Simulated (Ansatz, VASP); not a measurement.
# Two plane-wave programs on KI

```
K I
1.0
     4.29120    0.00000    0.00000
     0.00000    4.29120    0.00000
     0.00000    0.00000    4.29120
K I
1 1
Direct
  0.00000 0.00000 0.00000
  0.50000 0.50000 0.50000
```

Alike in both runs: task single point; functional PBEsol; k mesh 6 × 6 × 6; occupations gaussian, width 0.05 eV; no spin polarisation.

|  | VASP | Ansatz |
| --- | --- | --- |
| version | VASP 6.6.1 | Ansatz 0.2.0 |
| potentials or method | VASP PAW PBE potentials, release 64 (K_sv, I), cutoff 520 eV | scalar-relativistic, plane waves, PAW |
| valence electrons in the cell | 16 | 26 |

Ansatz gave:

| Item | Value |
| --- | --- |
| gap on the k mesh at the Fermi level (eV) | 3.19 |
| least direct gap on the mesh (eV) | 3.55 |
| pressure (GPa) | -0.6 |

Problem. What did VASP give for the same quantities?

Solution. gap on the k mesh at the Fermi level (eV): 3.18; least direct gap on the mesh (eV): 3.55; pressure (GPa): -0.5.

VASP's potentials were made for PBE, not for PBEsol. VASP's potentials hold 16 valence electrons a cell and Ansatz's 26, so a difference there can come from the potentials and not from the codes.

Spin-orbit coupling is off throughout.
